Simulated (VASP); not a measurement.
# ScAuC2N2 (P-1) in VASP: single point with PBE

Aim: the single point of ScAuC2N2 with PBE.

Program: VASP 6.6.1. These are calculated values, not measurements. Logs are shortened: lines on timing, memory, paths and dates and some standing lists are left out, and cuts for length are marked.

### 1 The cell of the first run

The typed cell holds 6 atoms: a = 3.524 Å, b = 6.065 Å, c = 6.079 Å, α = 129.87°, β = 74.27°, γ = 105.74°.

### 2 Single point, PBE

INCAR

```
  PREC = Accurate
  ENCUT = 520
  EDIFF = 1E-6
  ISMEAR = 0
  SIGMA = 0.1
  LREAL = F
  LASPH = T
  NELM = 60
  ALGO = Normal
  ISIF = 2
  LWAVE = F
  LCHARG = F
  GGA = PE
  NBANDS = 29
```

KPOINTS

```
Automatic mesh
0
Gamma
  4 4 4
```

POSCAR

```
ScAuC2N2
1.0
    3.4383505345     -0.3857229917      0.6693890296
   -0.8020473206      5.9022649823     -1.1405374236
    0.3254362571     -2.9324730074      5.3146104733
Sc C Au N
1 2 1 2
Direct
    0.5000000000      0.5000000000      0.5000000000
    0.1860423484      0.1861802390      0.8139415799
    0.8139576516      0.8138197610      0.1860584201
    0.0000000000      0.0000000000      0.0000000000
    0.2971488977      0.2982363265      0.7020166004
    0.7028511023      0.7017636735      0.2979833996
```

Potentials or basis: VASP PAW PBE potentials, release 64 (Sc_sv, C, Au, N).

On the command line:

```bash
$ cat potpaw_PBE.64/Sc_sv/POTCAR potpaw_PBE.64/C/POTCAR potpaw_PBE.64/Au/POTCAR potpaw_PBE.64/N/POTCAR > POTCAR
$ mpirun -np 1 vasp_std > vasp.out
```

OUTCAR:

```text
PREC = Accurate
   ENCUT = 520
   EDIFF = 1E-6
   ISMEAR = 0
   LREAL = F
   LASPH = T
   NELM = 60
   ISIF = 2
   GGA = PE

 ion  position               nearest neighbor table
   1  0.500  0.500  0.500-   5 2.12   6 2.12   4 3.12   4 3.12   4 3.12   4 3.12
   2  0.186  0.186  0.814-   5 1.18   4 1.95
   3  0.814  0.814  0.186-   6 1.18   4 1.95
   4  0.000  0.000  0.000-   2 1.95   3 1.95   1 3.12   1 3.12   1 3.12   1 3.12
   5  0.297  0.298  0.702-   2 1.18   1 2.12
   6  0.703  0.702  0.298-   3 1.18   1 2.12

  LATTYP: Found a triclinic cell.
 ALAT       =     6.0786833426
 B/A-ratio  =     0.8463793472
 C/A-ratio  =     0.5797434648
 COS(alpha) =     0.0005408305
 COS(beta)  =     0.2711089772
 COS(gamma) =     0.4259004474

  Lattice vectors:

 A1 = (  -0.3254362571,   2.9324730074,  -5.3146104733)
 A2 = (   0.4766110635,  -2.9697919749,  -4.1740730497)
 A3 = (  -3.4383505345,   0.3857229917,  -0.6693890296)

Analysis of symmetry for initial positions (statically):
=====================================================================
 Subroutine PRICEL returns:
 Original cell was already a primitive cell.

 Routine SETGRP: Setting up the symmetry group for a
 triclinic supercell.

 Subroutine GETGRP returns: Found  2 space group operations
 (whereof  2 operations were pure point group operations)
 out of a pool of  2 trial point group operations.

The static configuration has the point symmetry S_2 .

Analysis of symmetry for dynamics (positions and initial velocities):
=====================================================================
 Subroutine PRICEL returns:
 Original cell was already a primitive cell.

 Routine SETGRP: Setting up the symmetry group for a
 triclinic supercell.

 Subroutine GETGRP returns: Found  2 space group operations
 (whereof  2 operations were pure point group operations)
 out of a pool of  2 trial point group operations.

The dynamic configuration has the point symmetry S_2 .

 Subroutine INISYM returns: Found  2 space group operations
 (whereof  2 operations are pure point group operations),
 and found     1 'primitive' translations

----------------------------------------------------------------------------------------

                                     Primitive cell

  volume of cell :      95.1427

  direct lattice vectors                    reciprocal lattice vectors
[... 97 lines left out ...]
   EDIFFG = 0.1E-04   stopping-criterion for IOM
   NSW    =      0    number of steps for IOM
   IBRION =     -1    ionic relax: 0-MD 1-quasi-New 2-CG
   NFREE  =      0    steps in history (QN), initial steepest desc. (CG)
   ISIF   =      2    stress and relaxation
   ISYM   =      2    0-nonsym 1-usesym 2-fastsym
   POTIM  = 0.5000    time-step for ionic-motion
   TEBEG  =    0.0;   TEEND  =   0.0 temperature during run
   PSTRESS=    0.0 pullay stress
   NELECT =      40.0000    total number of electrons
   NUPDOWN=      -1.0000    fix difference up-down
   EMIN   =  10.00;   EMAX   =-10.00  energy-range for DOS
   EFERMI =   0.00;   METHOD = LEGACY
   ISMEAR =     0;   SIGMA  =   0.10  broadening in eV -4-tet -1-fermi 0-gaus
   EFERMI_NEDOS =   21; number of points for ismear=-14 and -15
   IALGO  =     38    algorithm
   IMIX   =      4    mixing-type and parameters
     AMIX     =   0.40;   BMIX     =  1.00
     AMIX_MAG =   1.60;   BMIX_MAG =  1.00
  volume/ion in A,a.u.               =      15.86       107.01
  Fermi-wavevector in a.u.,A,eV,Ry     =   1.226412  2.317582 20.464328  1.504086
  Thomas-Fermi vector in A             =   2.361413
   LORBIT       =      0    0 simple, 1 ext, 2 COOP (PROOUT), +10 PAW based schemes
   GGA     = PE    functional components
   LHFCALC =     F    Hartree Fock is set to
   AEXX    =    0.0000 exact exchange contribution
   IVDW    =     0    specifies the selected vdW correction
   LEPSILON=     F    determine dielectric tensor
   LRPA    =     F    only Hartree local field effects (RPA)
 non-spin polarized calculation
 Gauss-broadening in eV      SIGMA  =   0.10
  energy-cutoff  :      520.00
  volume of cell :       95.14
 maximum number of plane-waves:      2591
 NGX is ok and might be reduce to    28
   NGX = 13   NGY = 23   NGZ = 23

 number of electron      40.0000004 magnetization

 Free energy of the ion-electron system (eV)
  ---------------------------------------------------
  ext. energy  EPLUGINS =         0.00000000
  ---------------------------------------------------
  free energy    TOTEN  =       -44.62261084 eV

  energy without entropy =      -44.61493662  energy(sigma->0) =      -44.61877373

 E-fermi :   3.5524     XC(G=0):  -9.6851

 val. band max:        3.3425164395   @ k =   0.0000   0.0000   0.0000
 cond. band min:       3.5762485135   @ k =   0.5000   0.2500   0.0000
 fundamental gap:      0.2337320740
 Fermi energy:         3.5524102083

 k-point     1 :       0.0000    0.0000    0.0000
  band No.  band energies     occupation
      1     -46.9257      2.00000
      2     -25.5952      2.00000
      3     -25.4919      2.00000
      4     -25.4810      2.00000
      5     -15.3266      2.00000
      6     -14.7372      2.00000
[... 757 lines left out ...]
     28       8.7329      0.00000
     29       9.1254      0.00000

 [... further k-points ...]

------------------------ aborting loop because EDIFF is reached ----------------------------------------

  FORCE on cell =-STRESS in cart. coord.  units (eV):
  Direction    XX          YY          ZZ          XY          YZ          ZX
  --------------------------------------------------------------------------------------
  -------------------------------------------------------------------------------------
  Total       -0.0067229      0.5736140      0.2126790      0.0766487     -0.4231517     -0.0537013
  in kB       -0.1132116      9.6595018      3.5814550      1.2907435     -7.1257570     -0.9043145
  external PRESSURE =       4.3759150 kB  Pullay stress =       0.0000000 kB

 VOLUME and BASIS-vectors are now :
 -----------------------------------------------------------------------------
  energy-cutoff  :      520.00
  volume of cell :       95.14
      direct lattice vectors                 reciprocal lattice vectors
     3.438350535 -0.385722992  0.669389030     0.294543194  0.040900622  0.004531834
    -0.802047321  5.902264982 -1.140537424     0.000914439  0.189774353  0.104656885
     0.325436257 -2.932473007  5.314610473    -0.036902240  0.035574822  0.210049549

 POSITION                                       TOTAL-FORCE (eV/Angst)
 -----------------------------------------------------------------------------------
      1.48087      1.29203      2.42173        -0.000000     -0.000000      0.000000
      0.75524     -1.35974      4.23797        -0.083035     -0.305325      0.208453
      2.20650      3.94381      0.60549         0.083035      0.305325     -0.208453
      0.00000      0.00000      0.00000        -0.000000     -0.000000      0.000000
      1.01096     -0.41299      3.58970         0.063978      0.236948     -0.164366
      1.95078      2.99706      1.25376        -0.063978     -0.236948      0.164366
 -----------------------------------------------------------------------------------
    total drift:                                0.000000      0.000000      0.000000

  FREE ENERGIE OF THE ION-ELECTRON SYSTEM (eV)
  ---------------------------------------------------
  free  energy   TOTEN  =       -44.6226108367 eV

  energy  without entropy=      -44.6149366156  energy(sigma->0) =      -44.61877373
```

OSZICAR:

```text
N       E                     dE             d eps       ncg     rms          rms(c)
DAV:   1     0.436319934342E+03    0.43632E+03   -0.19086E+04  2088   0.133E+03
DAV:   2    -0.666281415105E+00   -0.43699E+03   -0.42259E+03  2208   0.397E+02
DAV:   3    -0.508451086457E+02   -0.50179E+02   -0.48608E+02  3088   0.134E+02
DAV:   4    -0.533953651730E+02   -0.25503E+01   -0.25226E+01  3158   0.325E+01
DAV:   5    -0.534425724710E+02   -0.47207E-01   -0.47064E-01  2703   0.403E+00    0.206E+01
DAV:   6    -0.450325557688E+02    0.84100E+01   -0.42751E+01  3513   0.437E+01    0.951E+00
DAV:   7    -0.447109908551E+02    0.32156E+00   -0.31567E+00  2688   0.129E+01    0.502E+00
DAV:   8    -0.446408204465E+02    0.70170E-01   -0.41123E-01  2658   0.390E+00    0.210E+00
DAV:   9    -0.446223954492E+02    0.18425E-01   -0.56575E-02  3135   0.201E+00    0.490E-01
DAV:  10    -0.446224019004E+02   -0.64512E-05   -0.60223E-03  2899   0.618E-01    0.299E-01
DAV:  11    -0.446226440042E+02   -0.24210E-03   -0.10395E-03  3107   0.230E-01    0.973E-02
DAV:  12    -0.446226051389E+02    0.38865E-04   -0.26431E-04  2598   0.121E-01    0.265E-02
DAV:  13    -0.446226093726E+02   -0.42338E-05   -0.68129E-05  3170   0.590E-02    0.989E-03
DAV:  14    -0.446226104944E+02   -0.11218E-05   -0.10448E-05  2757   0.231E-02    0.334E-03
DAV:  15    -0.446226108367E+02   -0.34224E-06   -0.10780E-06  1494   0.851E-03
   1 F= -.44622611E+02 E0= -.44618774E+02  d E =-.767422E-02
```

It took 77 s on 1 thread of Oxide Virtual Turin-like, shared host; peak memory 0.27 GiB.

Results:

- Free energy: -44.6226 eV
- Pressure: 0.4 GPa
- Largest force: 0.379 eV/Å
- Band gap on the k mesh: zero (bands 20 and 21 overlap by 0.70 eV)

Forces on the atoms (eV/Å):
```
Sc   0.000  0.000  0.000
C   -0.083 -0.305  0.208
C    0.083  0.305 -0.208
Au   0.000  0.000  0.000
N    0.064  0.237 -0.164
N   -0.064 -0.237  0.164
```

Levels at points of the mesh, in eV from the Fermi level:
```csv
k point,band 16,band 17,band 18,band 19,band 20,band 21,band 22,band 23,band 24,band 25
"(0.00, 0.00, 0.00)",-4.38,-3.85,-3.82,-3.50,-0.21,0.28,1.64,1.93,2.00,2.35
"(0.50, 0.00, 0.00)",-4.84,-4.20,-3.85,-3.07,-1.15,-0.45,0.95,1.31,2.86,2.91
"(0.00, 0.50, 0.00)",-4.50,-4.35,-3.76,-3.57,-1.64,0.64,1.20,1.29,1.75,3.77
"(0.50, 0.50, 0.00)",-4.46,-3.83,-3.58,-3.33,-0.77,0.71,1.42,1.54,1.93,1.98
"(0.00, 0.00, 0.50)",-4.49,-4.34,-3.76,-3.57,-1.65,0.63,1.20,1.31,1.76,3.76
"(0.50, 0.00, 0.50)",-4.46,-3.82,-3.59,-3.33,-0.77,0.71,1.42,1.54,1.93,1.98
"(0.00, 0.50, 0.50)",-4.91,-4.65,-3.44,-3.34,0.25,0.96,1.74,2.01,2.22,2.83
"(0.50, 0.50, 0.50)",-4.85,-4.21,-3.88,-3.05,-1.13,-0.40,0.92,1.24,2.89,2.92
```

Caveat: the k points lie up to 0.47 Å⁻¹ apart, too coarse for converged energies and pressures of a metal; spin-orbit coupling is left out, which moves the levels of the heavy elements.

The gap in the log of VASP goes by the Fermi energy; the results here count the filled bands.